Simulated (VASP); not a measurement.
Write the native input for VASP 6.6.1 that does the following.

```yaml
Task: relaxation of shape and atoms at fixed volume
Functional: PBEsol
Potentials_or_basis: VASP PAW PBE potentials, release 64 (Ge_d)
Cutoff: 600 eV
k_mesh: 16 × 16 × 9
Occupations: fermi-dirac, width 0.08 eV
Spin: no spin polarisation
Dipole_correction: no
Further_INCAR_settings: ALGO = Normal; EDIFF = 1e-06; IBRION = 2; EDIFFG = -0.005; NSW = 50; ISIF = 4
```

The structure of Ge lies in POSCAR:

```
Ge
1.0
    2.7984405089      0.0000000000      0.0000000000
   -1.3992202544      2.4235205717      0.0000000000
    0.0000000000      0.0000000000      4.5903159501
Ge
2
Direct
    0.3333333333      0.6666666667      0.2500000000
    0.6666666667      0.3333333333      0.7500000000
```

The input as run:

INCAR

```
SYSTEM = Ge
PREC = Accurate ; ENCUT = 600
EDIFF = 1E-6 ; ISMEAR = -1
SIGMA = 0.08 ; LREAL = .False.
LASPH = .True. ; NELM = 80
ALGO = Normal ; ISIF = 4
LWAVE = .False. ; LCHARG = .False.
GGA = PS ; IBRION = 2
NSW = 50 ; EDIFFG = -0.005
```

KPOINTS

```
regular mesh
0
Gamma
  16 16 9
  0 0 0
```

Potentials or basis: VASP PAW PBE potentials, release 64 (Ge_d).

Run with:

```bash
$ cat potpaw_PBE.64/Ge_d/POTCAR > POTCAR
$ mpirun -np 1 vasp_std > vasp.out
```

Results of the run:

```json
{
  "Energy gained by relaxing": "0.0 meV/atom",
  "Ionic steps": "2",
  "Pressure after relaxing": "17.9 GPa",
  "Band gap on the k mesh": "zero (band 14 reaches 17.23 eV, above the bottom of band 15 at 5.75 eV)"
}
```

Caveat: the PAW data sets were made with another functional, which shifts forces and pressure a little.

Run time: 3 min on 1 thread of AMD EPYC 7R43 64-Core Processor (Zen 3), with other jobs on the host, peak memory 0.18 GiB.
